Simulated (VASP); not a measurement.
A run of VASP 6.6.1:

INCAR

```
  PREC = Accurate
  ENCUT = 520
  EDIFF = 1E-6
  ISMEAR = 0
  SIGMA = 0.15
  LREAL = False
  LASPH = True
  NELM = 150
  ALGO = Normal
  ISIF = 2
  LWAVE = False
  LCHARG = False
  ISPIN = 2
  MAGMOM = 1.86 1.86
  LORBIT = 11
  LMAXMIX = 4
  GGA = PE
  NBANDS = 20
```

The input KPOINTS:

```
Automatic mesh
0
Gamma
  21 21 12
```

The input POSCAR:

```
Co
1.0
    2.5557000000      0.0000000000      0.0000000000
   -1.2778500000      2.2133011245      0.0000000000
    0.0000000000      0.0000000000      4.2339000000
Co
2
Direct
    0.3333333333      0.6666666667      0.2500000000
    0.6666666667      0.3333333333      0.7500000000
```

Potentials or basis: VASP PAW PBE potentials, release 64 (Co).

Launch:

```bash
$ cat potpaw_PBE.64/Co/POTCAR > POTCAR
$ mpirun -np 1 vasp_std > vasp.out
```

Hardware: 1 thread of Oxide Virtual Turin-like Processor, with other jobs on the host.

How long does it take, and how much memory?

It took 5.2 min on 1 thread of Oxide Virtual Turin-like Processor (shared host), peak memory 0.28 GiB. Counts: scf iterations 13, k points 336.
